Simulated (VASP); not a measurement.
Set up this calculation in VASP 6.6.1, as the native input.

```
Task                   : single point
Functional             : PBE
Potentials or basis    : VASP PAW PBE potentials, release 64 (Be, Te)
Cutoff                 : 520 eV
k mesh                 : 6 × 6 × 6
Occupations            : gaussian, width 0.01 eV
Spin                   : no spin polarisation
Dipole correction      : no
Further INCAR settings : ALGO = Normal; EDIFF = 1e-07; NBANDS = 11
```

The structure of BeTe lies in POSCAR:

```
BeTe
1.0
    0.0000000000      2.8599145433      2.8599145433
    2.8599145433      0.0000000000      2.8599145433
    2.8599145433      2.8599145433      0.0000000000
Be Te
1 1
Direct
    0.0000000000      0.0000000000      0.0000000000
    0.2500000000      0.2500000000      0.2500000000
```

This cell differs from its parent crystal: volume changed by +3%.

The input as run:

INCAR

```
  ALGO = Normal
  EDIFF = 1E-7
  ENCUT = 520
  GGA = PE
  ISIF = 2
  ISMEAR = 0
  LASPH = T
  LCHARG = F
  LREAL = F
  LWAVE = F
  NBANDS = 11
  NELM = 80
  PREC = Accurate
  SIGMA = 0.01
```

KPOINTS

```
k-points
0
Gamma
  6 6 6
```

Potentials or basis: VASP PAW PBE potentials, release 64 (Be, Te).

Run with:

```sh
$ cat potpaw_PBE.64/Be/POTCAR potpaw_PBE.64/Te/POTCAR > POTCAR
$ mpirun -np 1 vasp_std > vasp.out
```

It gave:

| Quantity | Value |
| --- | --- |
| Pressure | -1.4 GPa |
| Band gap on the k mesh | 2.08 eV, indirect (least direct gap 3.49 eV) |

Caveat: spin-orbit coupling is left out, which moves the levels of the heavy elements.

Wall time 12 s on 1 thread of AMD EPYC 7R43 64-Core Processor (Zen 3), with other jobs on the host, peak memory 0.13 GiB.
